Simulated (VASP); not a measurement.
## Ge: single point with PBE

The system is Ge.

```
Ge
1.0
    -2.53435    2.53435    1.29178
     2.53435   -2.53435    1.29178
     2.53435    2.53435   -1.29178
Ge
2
Direct
  0.25000 0.75000 0.50000
  0.50000 0.50000 0.00000
```

This cell differs from its parent crystal: strained.

| Quantity | Value |
| --- | --- |
| Program | VASP 6.6.1 |
| Task | single point |
| Functional | PBE |
| Potentials or basis | VASP PAW PBE potentials, release 64 (Ge_d) |
| Cutoff | 520 eV |
| k mesh | 16 × 16 × 16 |
| Occupations | gaussian, width 0.1 eV |
| Spin | no spin polarisation |
| Dipole correction | no |
| Further INCAR settings | ALGO = Fast; EDIFF = 1e-06; NBANDS = 21 |

```json
{"Pressure": "15.2 GPa", "Band gap on the k mesh": "zero (band 14 reaches 9.88 eV, above the bottom of band 15 at 4.49 eV)"}
```

Stress tensor (GPa, compression positive):
```
11.35  0.00  0.00
 0.00 11.35  0.00
 0.00  0.00 22.90
```

Levels at points of the mesh, in eV from the Fermi level:
| k point | band 11 | band 12 | band 13 | band 14 | band 15 | band 16 | band 17 | band 18 |
| --- | --- | --- | --- | --- | --- | --- | --- | --- |
| (0.00, 0.00, 0.00) | -14.29 | -4.51 | -2.97 | -2.97 | 2.79 | 7.66 | 7.66 | 10.16 |
| (0.50, 0.00, 0.00) | -7.74 | -6.62 | -2.51 | -2.42 | -1.15 | 2.51 | 3.95 | 6.04 |
| (0.50, 0.50, 0.00) | -11.43 | -11.43 | 0.17 | 0.17 | 1.54 | 1.54 | 9.76 | 9.76 |
| (0.50, 0.50, 0.50) | -9.60 | -9.60 | -6.72 | -6.72 | 8.34 | 8.34 | 11.34 | 11.34 |

Wall time 2.6 min on 1 thread of Intel(R) Xeon(R) Platinum 8375C CPU @ 2.90GHz (Ice Lake), with other jobs on the host, peak memory 0.3 GiB.

Caveat: the cell differs from its parent crystal (strained).
